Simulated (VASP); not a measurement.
# Fe (Im-3m) in VASP: notebook

The runs below take Fe through relaxation of cell and atoms, with PBE.

Program: VASP 6.6.1. These are calculated values, not measurements. Logs are shortened: lines on timing, memory, paths and dates and some standing lists are left out, and cuts for length are marked.

## 1. The cell of the first run

Symmetry: Im-3m, No. 229, cubic system. Conventional cell: a = 2.886 Å, b = 2.886 Å, c = 2.886 Å, α = 90.00°, β = 90.00°, γ = 90.00°. Within 3.3 Å of Fe (site symmetry m-3m) lie 14 Fe at 2.50 to 2.89 Å.

## 2. Relaxation of cell and atoms, PBE, collinear spin, ferromagnetic start

The input, INCAR:

```
ALGO = Normal
EDIFF = 1E-6
EDIFFG = -0.005
ENCUT = 600
GGA = PE
IBRION = 2
ISIF = 3
ISMEAR = -1
ISPIN = 2
LASPH = True
LCHARG = False
LMAXMIX = 4
LORBIT = 11
LREAL = False
LWAVE = False
MAGMOM = 3
NELM = 150
NSW = 100
PREC = Accurate
SIGMA = 0.05
```

The input, KPOINTS:

```
k-points
0
Gamma
  16 16 16
```

The input, POSCAR:

```
Fe
1.0
   -1.4430000000      1.4430000000      1.4430000000
    1.4430000000     -1.4430000000      1.4430000000
    1.4430000000      1.4430000000     -1.4430000000
Fe
1
Direct
    0.0000000000      0.0000000000      0.0000000000
```

Potentials or basis: VASP PAW PBE potentials, release 64 (Fe).

Started as:

```
$ cat potpaw_PBE.64/Fe/POTCAR > POTCAR
$ mpirun -np 1 vasp_std > vasp.out
```

OUTCAR:

```text
EDIFF = 1E-6
   EDIFFG = -0.005
   ENCUT = 600
   GGA = PE
   IBRION = 2
   ISIF = 3
   ISMEAR = -1
   ISPIN = 2
   LASPH = True
   LORBIT = 11
   LREAL = False
   NELM = 150
   NSW = 100
   PREC = Accurate

 ion  position               nearest neighbor table
   1  0.000  0.000  0.000-

  LATTYP: Found a body centered cubic cell.
 ALAT       =     2.8860000000

  Lattice vectors:

 A1 = (  -1.4430000000,   1.4430000000,   1.4430000000)
 A2 = (   1.4430000000,  -1.4430000000,   1.4430000000)
 A3 = (   1.4430000000,   1.4430000000,  -1.4430000000)

Analysis of symmetry for initial positions (statically):
=====================================================================
 Subroutine PRICEL returns:
 Original cell was already a primitive cell.

 Routine SETGRP: Setting up the symmetry group for a
 body centered cubic supercell.

 Subroutine GETGRP returns: Found 48 space group operations
 (whereof 48 operations were pure point group operations)
 out of a pool of 48 trial point group operations.

The static configuration has the point symmetry O_h .

Analysis of symmetry for dynamics (positions and initial velocities):
=====================================================================
 Subroutine PRICEL returns:
 Original cell was already a primitive cell.

 Routine SETGRP: Setting up the symmetry group for a
 body centered cubic supercell.

 Subroutine GETGRP returns: Found 48 space group operations
 (whereof 48 operations were pure point group operations)
 out of a pool of 48 trial point group operations.

The dynamic configuration has the point symmetry O_h .

Analysis of structural, dynamic, and magnetic symmetry:
=====================================================================
 Subroutine PRICEL returns:
 Original cell was already a primitive cell.

 Routine SETGRP: Setting up the symmetry group for a
 body centered cubic supercell.

 Subroutine GETGRP returns: Found 48 space group operations
 (whereof 48 operations were pure point group operations)
 out of a pool of 48 trial point group operations.

The overall configuration has the point symmetry O_h .

 Subroutine INISYM returns: Found 48 space group operations
 (whereof 48 operations are pure point group operations),
 and found     1 'primitive' translations

----------------------------------------------------------------------------------------

                                     Primitive cell

[... 104 lines left out ...]
   EFERMI_NEDOS =   21; number of points for ismear=-14 and -15
   IALGO  =     38    algorithm
   IMIX   =      4    mixing-type and parameters
     AMIX     =   0.40;   BMIX     =  1.00
     AMIX_MAG =   1.60;   BMIX_MAG =  1.00
  volume/ion in A,a.u.               =      12.02        81.11
  Fermi-wavevector in a.u.,A,eV,Ry     =   1.429394  2.701162 27.798962  2.043166
  Thomas-Fermi vector in A             =   2.549352
   LORBIT       =     11    0 simple, 1 ext, 2 COOP (PROOUT), +10 PAW based schemes
   GGA     = PE    functional components
   LHFCALC =     F    Hartree Fock is set to
   AEXX    =    0.0000 exact exchange contribution
   IVDW    =     0    specifies the selected vdW correction
   LEPSILON=     F    determine dielectric tensor
   LRPA    =     F    only Hartree local field effects (RPA)
 conjugate gradient relaxation of ions
 spin polarized calculation
  energy-cutoff  :      600.00
  volume of cell :       12.02
 maximum number of plane-waves:       420
   NGX =  9   NGY =  9   NGZ =  9

--------------------------------------- Ionic step        1  -------------------------------------------

 number of electron       7.9999995 magnetization       2.2905789

 Free energy of the ion-electron system (eV)
  ---------------------------------------------------
  ext. energy  EPLUGINS =         0.00000000
  ---------------------------------------------------
  free energy    TOTEN  =        -8.22507038 eV

  energy without entropy =       -8.21662729  energy(sigma->0) =       -8.22084884

------------------------ aborting loop because EDIFF is reached ----------------------------------------

  FORCE on cell =-STRESS in cart. coord.  units (eV):
  Direction    XX          YY          ZZ          XY          YZ          ZX
  --------------------------------------------------------------------------------------
  -------------------------------------------------------------------------------------
  Total       -0.6897344     -0.6897344     -0.6897344     -0.0000000     -0.0000000     -0.0000000
  in kB      -91.9461314    -91.9461314    -91.9461314     -0.0000000     -0.0000000     -0.0000000
  external PRESSURE =     -91.9461314 kB  Pullay stress =       0.0000000 kB
[... 57 lines left out ...]
--------------------------------------- Ionic step        3  -------------------------------------------

 number of electron       8.0000006 magnetization       2.2019444

 Free energy of the ion-electron system (eV)
  ---------------------------------------------------
  ext. energy  EPLUGINS =         0.00000000
  ---------------------------------------------------
  free energy    TOTEN  =        -8.24472297 eV

  energy without entropy =       -8.23579840  energy(sigma->0) =       -8.24026068

 E-fermi :   5.8282     XC(G=0): -13.1156

 val. band max:        5.8240834560   @ k =   0.4375   0.0625   0.0625
 cond. band min:       5.8334180742   @ k =  -0.4375   0.4375   0.3750
 fundamental gap:      0.0093346182
 Fermi energy:         5.8282173672

 spin component 1

 k-point     1 :       0.0000    0.0000    0.0000
  band No.  band energies     occupation
      1      -2.6122      1.00000
      2       3.5190      1.00000
      3       3.5190      1.00000
      4       3.5190      1.00000
      5       4.7317      1.00000
      6       4.7317      1.00000
      7      30.8404      0.00000
      8      30.8404      0.00000
      9      30.8404      0.00000
     10      35.9235      0.00000
[... 287 lines left out ...]
 k-point    24 :       0.2500    0.1875    0.0000
  band No.  band energies     occupation
      1       1.3910      1.00000
      2       2.6144      1.00000
      3       3.1253      1.00000
      4       4.5992      1.00000
      5       5.0645      1.00000
      6       6.8511      0.00000
      7      18.0126      0.00000
      8      20.1050      0.00000
      9      26.1385      0.00000
     10      31.7732      0.00000

 [... further k-points ...]

 spin component 2

 k-point     1 :       0.0000    0.0000    0.0000
  band No.  band energies     occupation
      1      -2.4392      1.00000
      2       5.4393      0.99958
      3       5.4395      0.99958
      4       5.4395      0.99958
      5       7.4909      0.00000
      6       7.4911      0.00000
      7      30.5945      0.00000
      8      30.5945      0.00000
      9      30.5945      0.00000
     10      36.1257      0.00000
[... 327 lines left out ...]
  FREE ENERGIE OF THE ION-ELECTRON SYSTEM (eV)
  ---------------------------------------------------
  free  energy   TOTEN  =        -8.2447229675 eV

  energy  without entropy=       -8.2357983981  energy(sigma->0) =       -8.24026068

 reached required accuracy - stopping structural energy minimisation

 total charge

# of ion       s       p       d       tot
------------------------------------------
    1        0.487   0.541   6.241   7.269

 magnetization (x)

# of ion       s       p       d       tot
------------------------------------------
    1       -0.013  -0.054   2.266   2.199
```

CONTCAR:

```text
Fe
   1.00000000000000
    -1.4162073126622423    1.4162073126622423    1.4162073126622423
     1.4162073126622423   -1.4162073126622423    1.4162073126622423
     1.4162073126622423    1.4162073126622423   -1.4162073126622423
  Fe
     1
Direct
     0.0000000000000000    0.0000000000000000    0.0000000000000000

  0.00000000E+00  0.00000000E+00  0.00000000E+00
```

Wall time 48 s (1 thread of AMD EPYC 9R45 (Zen 5), shared host); peak memory 0.13 GiB.

What came out:

```
Free energy                                           : -8.2447 eV
Relaxed volume                                        : 11.36 Å³/atom
Relaxed cell                                          : a = 2.453 Å, b = 2.453 Å, c = 2.453 Å, α = 109.47°, β = 109.47°, γ = 109.47°
Space group after relaxing (to 0.05 Å)                : Im-3m (No. 229)
Energy gained by relaxing                             : 19.7 meV/atom
Ionic steps                                           : 3
Pressure after relaxing                               : 0.0 GPa
Net moment                                            : 2.20 μB per cell
Site moments                                          : Fe +2.20 μB
Valence electrons inside the program's atomic spheres : Fe 7.27
```

Step by step:
| step | energy change (eV) | largest force (eV/Å) | pressure (GPa) | volume (Å³) |
| --- | --- | --- | --- | --- |
| 1 | 0.0000 | 0.0000 | -9.19 | 12.02 |
| 2 | -0.0066 | 0.0000 | 8.73 | 10.86 |
| 3 | -0.0197 | 0.0000 | -0.01 | 11.36 |

Final structure:
```xyz
1
Lattice="-1.4162 1.4162 1.4162 1.4162 -1.4162 1.4162 1.4162 1.4162 -1.4162" Properties=species:S:1:pos:R:3 pbc="T T T"
Fe    0.0000    0.0000    0.0000
```

Levels at points of the mesh, in eV from the Fermi level:
Spin up:
```tsv
k point	band 1	band 2	band 3	band 4	band 5	band 6	band 7	band 8	band 9	band 10
(0.00, 0.00, 0.00)	-8.44	-2.31	-2.31	-2.31	-1.10	-1.10	25.01	25.01	25.01	30.10
(0.50, 0.00, 0.00)	-4.93	-3.39	-1.03	-0.91	0.38	0.51	7.35	18.36	20.21	23.48
(0.50, 0.50, 0.50)	-4.85	-4.85	0.11	0.11	0.11	9.93	9.93	9.93	15.64	15.64
```
Spin down:
```tsv
k point	band 1	band 2	band 3	band 4	band 5	band 6	band 7	band 8
(0.00, 0.00, 0.00)	-8.27	-0.39	-0.39	-0.39	1.66	1.66	24.77	24.77
(0.50, 0.00, 0.00)	-3.64	-1.67	0.62	1.52	1.92	2.61	8.72	18.41
(0.50, 0.50, 0.50)	-3.02	-3.02	2.30	2.30	2.30	10.20	10.20	10.20
```

## 3. Relaxation of cell and atoms, PBE, collinear spin, ferromagnetic start

The input, INCAR:

```
SYSTEM = Fe
PREC = Accurate
ENCUT = 600
EDIFF = 1E-6
ISMEAR = -1
SIGMA = 0.05
LREAL = .FALSE.
LASPH = .TRUE.
NELM = 150
ALGO = Normal
ISIF = 3
LWAVE = .FALSE.
LCHARG = .FALSE.
ISPIN = 2
MAGMOM = 3
LORBIT = 11
LMAXMIX = 4
GGA = PE
IBRION = 2
NSW = 100
EDIFFG = -0.005
```

The input, KPOINTS:

```
regular mesh
0
G
  16 16 16
  0 0 0
```

POSCAR is that of step 2.

Potentials or basis: VASP PAW PBE potentials, release 64 (Fe).

Started as:

```
$ cat potpaw_PBE.64/Fe/POTCAR > POTCAR
$ mpirun -np 1 vasp_std > vasp.out
```

OUTCAR:

```text
SYSTEM = Fe
   PREC = Accurate
   ENCUT = 600
   EDIFF = 1E-6
   ISMEAR = -1
   LREAL = .FALSE.
   LASPH = .TRUE.
   NELM = 150
   ISIF = 3
   ISPIN = 2
   LORBIT = 11
   GGA = PE
   IBRION = 2
   NSW = 100
   EDIFFG = -0.005

 ion  position               nearest neighbor table
   1  0.000  0.000  0.000-

  LATTYP: Found a body centered cubic cell.
 ALAT       =     2.8860000000

  Lattice vectors:

 A1 = (  -1.4430000000,   1.4430000000,   1.4430000000)
 A2 = (   1.4430000000,  -1.4430000000,   1.4430000000)
 A3 = (   1.4430000000,   1.4430000000,  -1.4430000000)

Analysis of symmetry for initial positions (statically):
=====================================================================
 Subroutine PRICEL returns:
 Original cell was already a primitive cell.

 Routine SETGRP: Setting up the symmetry group for a
 body centered cubic supercell.

 Subroutine GETGRP returns: Found 48 space group operations
 (whereof 48 operations were pure point group operations)
 out of a pool of 48 trial point group operations.

The static configuration has the point symmetry O_h .

Analysis of symmetry for dynamics (positions and initial velocities):
=====================================================================
 Subroutine PRICEL returns:
 Original cell was already a primitive cell.

 Routine SETGRP: Setting up the symmetry group for a
 body centered cubic supercell.

 Subroutine GETGRP returns: Found 48 space group operations
[... 232 lines left out ...]

 number of electron       8.0000006 magnetization       2.2019444

 Free energy of the ion-electron system (eV)
  ---------------------------------------------------
  ext. energy  EPLUGINS =         0.00000000
  ---------------------------------------------------
  free energy    TOTEN  =        -8.24472297 eV

  energy without entropy =       -8.23579840  energy(sigma->0) =       -8.24026068

 E-fermi :   5.8282     XC(G=0): -13.1156

 val. band max:        5.8240834560   @ k =   0.4375   0.0625   0.0625
 cond. band min:       5.8334180742   @ k =  -0.4375   0.4375   0.3750
 fundamental gap:      0.0093346182
 Fermi energy:         5.8282173672

 spin component 1

 k-point     1 :       0.0000    0.0000    0.0000
  band No.  band energies     occupation
      1      -2.6122      1.00000
      2       3.5190      1.00000
      3       3.5190      1.00000
      4       3.5190      1.00000
      5       4.7317      1.00000
      6       4.7317      1.00000
      7      30.8404      0.00000
      8      30.8404      0.00000
      9      30.8404      0.00000
     10      35.9235      0.00000
[... 287 lines left out ...]
 k-point    24 :       0.2500    0.1875    0.0000
  band No.  band energies     occupation
      1       1.3910      1.00000
      2       2.6144      1.00000
      3       3.1253      1.00000
      4       4.5992      1.00000
      5       5.0645      1.00000
      6       6.8511      0.00000
      7      18.0126      0.00000
      8      20.1050      0.00000
      9      26.1385      0.00000
     10      31.7732      0.00000

 [... further k-points ...]

 spin component 2

 k-point     1 :       0.0000    0.0000    0.0000
  band No.  band energies     occupation
      1      -2.4392      1.00000
      2       5.4393      0.99958
      3       5.4395      0.99958
      4       5.4395      0.99958
      5       7.4909      0.00000
      6       7.4911      0.00000
      7      30.5945      0.00000
      8      30.5945      0.00000
      9      30.5945      0.00000
     10      36.1257      0.00000
[... 327 lines left out ...]
  FREE ENERGIE OF THE ION-ELECTRON SYSTEM (eV)
  ---------------------------------------------------
  free  energy   TOTEN  =        -8.2447229675 eV

  energy  without entropy=       -8.2357983981  energy(sigma->0) =       -8.24026068

 reached required accuracy - stopping structural energy minimisation

 total charge

# of ion       s       p       d       tot
------------------------------------------
    1        0.487   0.541   6.241   7.269

 magnetization (x)

# of ion       s       p       d       tot
------------------------------------------
    1       -0.013  -0.054   2.266   2.199
```

Run time: 48 s. Hardware: 1 thread of AMD EPYC 9R45 (Zen 5), shared host; peak memory 0.13 GiB.

Results:

| Item | Value |
| --- | --- |
| Free energy | -8.2447 eV |
| Relaxed volume | 11.36 Å³/atom |
| Relaxed cell | a = 2.453 Å, b = 2.453 Å, c = 2.453 Å, α = 109.47°, β = 109.47°, γ = 109.47° |
| Space group after relaxing (to 0.05 Å) | Im-3m (No. 229) |
| Energy gained by relaxing | 19.7 meV/atom |
| Ionic steps | 3 |
| Pressure after relaxing | 0.0 GPa |
| Net moment | 2.20 μB per cell |
| Site moments | Fe +2.20 μB |
| Valence electrons inside the program's atomic spheres | Fe 7.27 |

Step by step:
```
step  energy change (eV)  largest force (eV/Å)  pressure (GPa)  volume (Å³)
   1              0.0000                0.0000           -9.19        12.02
   2             -0.0066                0.0000            8.73        10.86
   3             -0.0197                0.0000           -0.01        11.36
```

Final structure:
```yaml
crystal:
  lattice:
    - [-1.41621, 1.41621, 1.41621]
    - [1.41621, -1.41621, 1.41621]
    - [1.41621, 1.41621, -1.41621]
  atoms:
    - { symbol: Fe, position: [0.00000, 0.00000, 0.00000] }
```
